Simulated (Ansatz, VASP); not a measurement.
## C in VASP and in Ansatz

INCAR

```
SYSTEM = C
PREC = Accurate
ENCUT = 520
EDIFF = 1E-7
ISMEAR = 0
SIGMA = 0.02
LREAL = .False.
LASPH = .True.
NELM = 80
ALGO = Normal
ISIF = 2
LWAVE = .False.
LCHARG = .True.
GGA = PS
LELF = .True.
LVHAR = .True.
NBANDS = 11
```

Contents of KPOINTS:

```
Automatic mesh
0
Gamma
  12 12 12
  0 0 0
```

POSCAR

```
C
1.0
    0.0000000000      1.7616246860      1.7616246860
    1.7616246860      0.0000000000      1.7616246860
    1.7616246860      1.7616246860      0.0000000000
C
2
Direct
    0.5000000000      0.5000000000      0.5000000000
    0.7500000000      0.7500000000      0.7500000000
```

Input for Ansatz:

```yaml
crystal:
  lattice:
    - [0.0, 1.761624686, 1.761624686]
    - [1.761624686, 0.0, 1.761624686]
    - [1.761624686, 1.761624686, 0.0]
  atoms:
    - { symbol: C, position: [0.5, 0.5, 0.5] }
    - { symbol: C, position: [0.75, 0.75, 0.75] }
basis:
  ecutwfc: 420
kpoints:
  mp_grid: { grid: [12, 12, 12] }
hamiltonian:
  xc: pbesol
scf:
  occupations: { method: gaussian, width: 0.02 }
output:
  forces: true
  stress: true
  eigenvalues: true
```

Alike in both runs: task single point; functional PBEsol; k mesh 12 × 12 × 12; occupations gaussian, width 0.02 eV; no spin polarisation.

```csv
,VASP,Ansatz
version,VASP 6.6.1,Ansatz 0.2.0
potentials or method,"VASP PAW PBE potentials, release 64 (C), cutoff 520 eV","scalar-relativistic, plane waves, PAW"
valence electrons in the cell,8,8
```

VASP gave:

- gap on the k mesh at the Fermi level (eV): 4.12
- least direct gap on the mesh (eV): 5.64
- pressure (GPa): 13.5

Problem. What did Ansatz give for the same quantities?

Solution. gap on the k mesh at the Fermi level (eV): 4.12; least direct gap on the mesh (eV): 5.64; pressure (GPa): 12.2.

VASP's potentials were made for PBE, not for PBEsol.
